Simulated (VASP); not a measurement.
Ag:

```
CELL_PARAMETERS angstrom
0.00000 2.07344 2.07344
2.07344 0.00000 2.07344
2.07344 2.07344 0.00000
ATOMIC_POSITIONS crystal
Ag 0.00000 0.00000 0.00000
```

Base run:

| Item | Value |
| --- | --- |
| Program | VASP 6.6.1 |
| Functional | PBE |
| Potentials or basis | VASP PAW PBE potentials, release 64 (Ag) |
| Cutoff | 520 eV |
| k mesh | 13 × 13 × 13 |
| Occupations | fermi-dirac, width 1 eV |
| Spin | no spin polarisation |

Its results: pressure 4.1 GPa.

Task: The run is repeated on the same cell with these changes: occupations from fermi-dirac, width 1 eV to methfessel-paxton, width 0.6 eV. What comes out?

Result: Pressure -0.1 GPa.
